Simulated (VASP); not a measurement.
# C (Fd-3m) in VASP: further runs, part 2 of 3

VASP 6.6.1. The steps go on from the part before.

## 4. G0W0 quasiparticle levels, PBE

The input, POSCAR:

```
C
1.0
    0.0000000000      1.7835000000      1.7835000000
    1.7835000000      0.0000000000      1.7835000000
    1.7835000000      1.7835000000      0.0000000000
C
2
Direct
    0.0000000000      0.0000000000      0.0000000000
    0.2500000000      0.2500000000      0.2500000000
```

The input, INCAR.step1:

```
ALGO = Normal
EDIFF = 1E-8
ENCUT = 500
GGA = PE
ISMEAR = 0
LASPH = T
LCHARG = F
LREAL = F
LWAVE = T
NELM = 80
PREC = Accurate
SIGMA = 0.01
```

The input, INCAR.step2:

```
ALGO = Exact
EDIFF = 1E-8
ENCUT = 500
GGA = PE
ISMEAR = 0
ISTART = 1
LASPH = T
LCHARG = F
LOPTICS = T
LREAL = F
LWAVE = T
NBANDS = 38
NELM = 1
PREC = Accurate
SIGMA = 0.01
```

The input, INCAR.step3:

```
ALGO = EVGW0
EDIFF = 1E-8
ENCUT = 500
ENCUTGW = 160.0
GGA = PE
ISMEAR = 0
ISTART = 1
LASPH = T
LCHARG = F
LREAL = F
LWAVE = F
NBANDS = 38
NBANDSGW = 12
NELMGW = 1
NOMEGA = 48
PREC = Accurate
PRECFOCK = Fast
SIGMA = 0.01
```

The input, KPOINTS:

```
k-points
0
Gamma
  3 3 3
```

Potentials or basis: VASP PAW PBE potentials, release 64 (C_GW).

Command:

```
$ cat potpaw_PBE.64/C_GW/POTCAR > POTCAR
$ cp INCAR.step1 INCAR
$ mpirun -np 1 vasp_std > vasp.out
$ cp INCAR.step2 INCAR
$ mpirun -np 1 vasp_std > vasp.out
$ cp INCAR.step3 INCAR
$ mpirun -np 1 vasp_std > vasp.out
```

OUTCAR:

```text
EDIFF = 1E-8
   ENCUT = 500
   ENCUTGW = 160.0
   GGA = PE
   ISMEAR = 0
   ISTART = 1
   LASPH = T
   LREAL = F
   NELMGW = 1
   PREC = Accurate
   PRECFOCK = Fast

 ion  position               nearest neighbor table
   1  0.000  0.000  0.000-   2 1.54   2 1.54   2 1.54   2 1.54
   2  0.250  0.250  0.250-   1 1.54   1 1.54   1 1.54   1 1.54

  LATTYP: Found a face centered cubic cell.
 ALAT       =     3.5670000000

  Lattice vectors:

 A1 = (   0.0000000000,   1.7835000000,   1.7835000000)
 A2 = (   1.7835000000,   0.0000000000,   1.7835000000)
 A3 = (   1.7835000000,   1.7835000000,   0.0000000000)

Analysis of symmetry for initial positions (statically):
=====================================================================
 Subroutine PRICEL returns:
 Original cell was already a primitive cell.

 Routine SETGRP: Setting up the symmetry group for a
 face centered cubic supercell.

 Subroutine GETGRP returns: Found 48 space group operations
 (whereof 24 operations were pure point group operations)
 out of a pool of 48 trial point group operations.

The static configuration has the point symmetry T_d .
 The point group associated with its full space group is O_h .

Analysis of symmetry for dynamics (positions and initial velocities):
=====================================================================
 Subroutine PRICEL returns:
 Original cell was already a primitive cell.

 Routine SETGRP: Setting up the symmetry group for a
 face centered cubic supercell.

 Subroutine GETGRP returns: Found 48 space group operations
 (whereof 24 operations were pure point group operations)
 out of a pool of 48 trial point group operations.

The dynamic configuration has the point symmetry T_d .
 The point group associated with its full space group is O_h .

 Subroutine INISYM returns: Found 48 space group operations
 (whereof 24 operations are pure point group operations),
 and found     1 'primitive' translations

----------------------------------------------------------------------------------------

                                     Primitive cell

  volume of cell :      11.3462

  direct lattice vectors                    reciprocal lattice vectors
     0.000000000  1.783500000  1.783500000    -0.280347631  0.280347631  0.280347631
     1.783500000  0.000000000  1.783500000     0.280347631 -0.280347631  0.280347631
     1.783500000  1.783500000  0.000000000     0.280347631  0.280347631 -0.280347631

  length of vectors
     2.522249888  2.522249888  2.522249888     0.485576341  0.485576341  0.485576341

  position of ions in fractional coordinates (direct lattice)
     0.000000000  0.000000000  0.000000000
     0.250000000  0.250000000  0.250000000

  ion indices of the primitive-cell ions
   primitive index   ion index
                 1           1
                 2           2

----------------------------------------------------------------------------------------

 KPOINTS: k-points

Automatic generation of k-mesh.
 Grid dimensions read from file:
 generate k-points for:    3    3    3

 Generating k-lattice:

  Cartesian coordinates                     Fractional coordinates (reciprocal lattice)
    -0.093449210  0.093449210  0.093449210     0.333333333  0.000000000  0.000000000
     0.093449210 -0.093449210  0.093449210     0.000000000  0.333333333  0.000000000
     0.093449210  0.093449210 -0.093449210     0.000000000  0.000000000  0.333333333

  Length of vectors
     0.161858780  0.161858780  0.161858780

  Shift w.r.t. Gamma in fractional coordinates (k-lattice)
     0.000000000  0.000000000  0.000000000

 Subroutine IBZKPT returns following result:
 ===========================================

 Found      4 irreducible k-points:

 Following reciprocal coordinates:
            Coordinates               Weight
  0.000000  0.000000  0.000000      1.000000
  0.333333  0.000000  0.000000      8.000000
  0.333333  0.333333  0.000000      6.000000
 -0.333333  0.333333  0.000000     12.000000
   k-points           NKPTS =      4   k-points in BZ     NKDIM =     27   number of bands    NBANDS=     38
   number of dos      NEDOS =    301   number of ions     NIONS =      2
   total plane-waves  NPLWV =   5832
   dimension x,y,z NGX =    18 NGY =   18 NGZ =   18
   dimension x,y,z NGXF=    36 NGYF=   36 NGZF=   36
   ions per type =               2
   NGX,Y,Z   is equivalent  to a cutoff of  11.86, 11.86, 11.86 a.u.
   NGXF,Y,Z  is equivalent  to a cutoff of  23.73, 23.73, 23.73 a.u.
 SYSTEM =  unknown system
   PREC   = accura    normal or accurate (medium, high low for compatibility)
   ISTART =      1    job   : 0-new  1-cont  2-samecut
   ICHARG =      0    charge: 1-file 2-atom 10-const
   ISPIN  =      1    spin polarized calculation?
   LNONCOLLINEAR =      F non collinear calculations
   LSORBIT =      F    spin-orbit coupling
   LASPH  =      T    aspherical Exc in radial PAW
   ENCUT  =  500.0 eV  36.75 Ry    6.06 a.u.   4.60  4.60  4.60*2*pi/ulx,y,z
   NELM   =     60;   NELMIN=  2; NELMDL=  0     # of ELM steps
   EDIFF  = 0.1E-07   stopping-criterion for ELM
   LREAL  =      F    real-space projection
   EDIFFG = 0.1E-06   stopping-criterion for IOM
   NSW    =      0    number of steps for IOM
   IBRION =     -1    ionic relax: 0-MD 1-quasi-New 2-CG
   NFREE  =      0    steps in history (QN), initial steepest desc. (CG)
   ISIF   =      0    stress and relaxation
   ISYM   =      3    0-nonsym 1-usesym 2-fastsym
   POTIM  = 0.5000    time-step for ionic-motion
   TEBEG  =    0.0;   TEEND  =   0.0 temperature during run
   PSTRESS=    0.0 pullay stress
   NELECT =       8.0000    total number of electrons
   NUPDOWN=      -1.0000    fix difference up-down
   EMIN   =  10.00;   EMAX   =-10.00  energy-range for DOS
   EFERMI =   0.00;   METHOD = LEGACY
   ISMEAR =     0;   SIGMA  =   0.01  broadening in eV -4-tet -1-fermi 0-gaus
   EFERMI_NEDOS =   21; number of points for ismear=-14 and -15
   IALGO  =     38    algorithm
   IMIX   =      4    mixing-type and parameters
     AMIX     =   0.40;   BMIX     =  1.00
     AMIX_MAG =   1.60;   BMIX_MAG =  1.00
  volume/ion in A,a.u.               =       5.67        38.28
  Fermi-wavevector in a.u.,A,eV,Ry     =   1.457097  2.753514 28.886949  2.123131
  Thomas-Fermi vector in A             =   2.573938
   LORBIT       =      0    0 simple, 1 ext, 2 COOP (PROOUT), +10 PAW based schemes
   GGA     = PE    functional components
   LHFCALC =     T    Hartree Fock is set to
   PRECFOCK=fast      Normal, Fast or Accurate (Low or Medium for compatibility)
   ENCUT4O =  -1.0   cutoff for four orbital integrals eV
   NKREDX  =     1    reduce k-point grid by
   NKREDY  =     1    reduce k-point grid by
   NKREDZ  =     1    reduce k-point grid by
   AEXX    =    1.0000 exact exchange contribution
   HFSCREEN=    0.0000 screening length (either q_TF or 0.3 A-1)
   HFSCREENC=   0.0000 screening length for correlation (either q_TF or 0.3 A-1)
   ENCUTFOCK=  -1.0 apply spherical cutoff to Coloumb kernel
   IVDW    =     0    specifies the selected vdW correction
   LEPSILON=     F    determine dielectric tensor
   LRPA    =     F    only Hartree local field effects (RPA)
   LRPAFORCE           =     F    calculate RPA forces
   ENCUTGW             = 160.0    cutoff for response function in eV
   ENCUTGWSOFT         = 128.0    soft cutoff for Coulomb kernel in GW response function in eV
   ENCUTLF             =  -1.0    cutoff for local field effects
   NELMGW              =     1    number of iterations in solving QP/BSE equation
   NELMHF              =     1    number of iterations in the inner HF iteration
   NKREDLFX            =     1    NKREDLFY  =   1   NKREDLFZ  =   1
 non-spin polarized calculation
 Gauss-broadening in eV      SIGMA  =   0.01
  energy-cutoff  :      500.00
  volume of cell :       11.35
 maximum number of plane-waves:       302
 NGX is ok and might be reduce to    18
  NGX = 12; NGY = 12; NGZ = 12
   NGX =  9   NGY =  9   NGZ =  9
 maximum number of plane-waves:        59

 QP shifts <psi_nk| G(iteration)W_0 |psi_nk>: iteration 1
 for sc-GW calculations column KS-energies equals QP-energies in previous step
 and V_xc(KS)=  KS-energies - (<T + V_ion + V_H > + <T+V_H+V_ion>^1  + <V_x>^1)

 k-point   1 :       0.0000    0.0000    0.0000
  band No.  KS-energies  QP-energies   sigma(KS)   V_xc(KS)     V^pw_x(r,r')   Z            occupation Imag(sigma)

      1     -11.6483     -13.1568     -16.7792     -14.7540     -25.3441       0.7448       2.0000       1.4398
      2       9.8644       9.4399     -17.3319     -16.8144     -19.9909       0.8201       2.0000       0.0903
      3       9.8644       9.4399     -17.3319     -16.8144     -19.9909       0.8201       2.0000       0.0903
      4       9.8644       9.4399     -17.3319     -16.8144     -19.9909       0.8201       2.0000       0.0903
      5      15.4292      16.6111     -14.0512     -15.5082      -8.7992       0.8112       0.0000      -0.1272
      6      15.4292      16.6111     -14.0512     -15.5082      -8.7992       0.8112       0.0000      -0.1272
      7      15.4292      16.6111     -14.0512     -15.5082      -8.7992       0.8112       0.0000      -0.1272
      8      23.1813      24.2502     -14.9785     -16.3655      -7.5059       0.7707       0.0000      -0.3301
      9      29.1158      29.4426     -11.3734     -11.7752      -4.2085       0.8133       0.0000      -0.4497
     10      36.3240      37.4441     -12.5044     -13.8632      -5.7987       0.8243       0.0000      -0.5579
     11      36.3240      37.4441     -12.5044     -13.8632      -5.7987       0.8243       0.0000      -0.5579
     12      37.3162      37.8112     -10.8240     -11.4346      -3.1748       0.8106       0.0000      -0.9743
[... 36 lines left out ...]
      1      -4.2171      -5.5217     -17.3303     -15.6595     -23.8871       0.7808       2.0000       0.6557
      2      -1.0984      -2.2376     -17.1265     -15.6663     -22.6150       0.7802       2.0000       0.3819
      3       0.4529      -0.5253     -15.9647     -14.7296     -20.4126       0.7920       2.0000       0.2437
      4       5.1609       4.4393     -16.9098     -16.0145     -20.5466       0.8060       2.0000       0.1438
      5      16.1694      16.9158     -12.9192     -13.8319      -7.4411       0.8178       0.0000      -0.1384
      6      22.7764      24.3031     -14.3158     -16.2618      -7.3041       0.7846       0.0000      -0.2822
      7      23.3884      24.7352     -14.0840     -15.8018      -6.9709       0.7840       0.0000      -0.2948
      8      24.8543      26.2555     -14.4576     -16.2674      -6.8378       0.7742       0.0000      -0.3755
      9      26.7764      27.6759     -12.6616     -13.7651      -6.2293       0.8152       0.0000      -0.2923
     10      33.5106      34.4128     -11.8365     -12.9218      -5.2100       0.8312       0.0000      -0.5176
     11      34.6910      35.9982     -13.4685     -15.1723      -4.6948       0.7672       0.0000      -0.8186
     12      43.6105      44.2749     -11.2018     -12.0201      -3.2048       0.8121       0.0000      -1.2039
```

Wall time 5.6 s (1 thread of Intel Xeon 6975P-C, shared host); peak memory 0.12 GiB.

What came out:

```
Band gap on the k mesh, mean-field level : 4.11 eV, indirect (least direct gap 5.56 eV)
Quasiparticle gap                        : 5.26 eV
Least direct quasiparticle gap           : 7.17 eV
```

Levels at points of the mesh, in eV from the valence-band top:
```csv
k point,band 1,band 2,band 3,band 4,band 5,band 6,band 7,band 8
"(0.00, 0.00, 0.00)",-21.51,0.00,0.00,0.00,5.56,5.56,5.56,13.32
```

Caveat: the k points lie up to 1.02 Å⁻¹ apart; bands, screening cutoff and mesh are small and nothing is extrapolated, so the quasiparticle values aren't converged. A k mesh can miss the band edges.

[end of part 2 of 3]
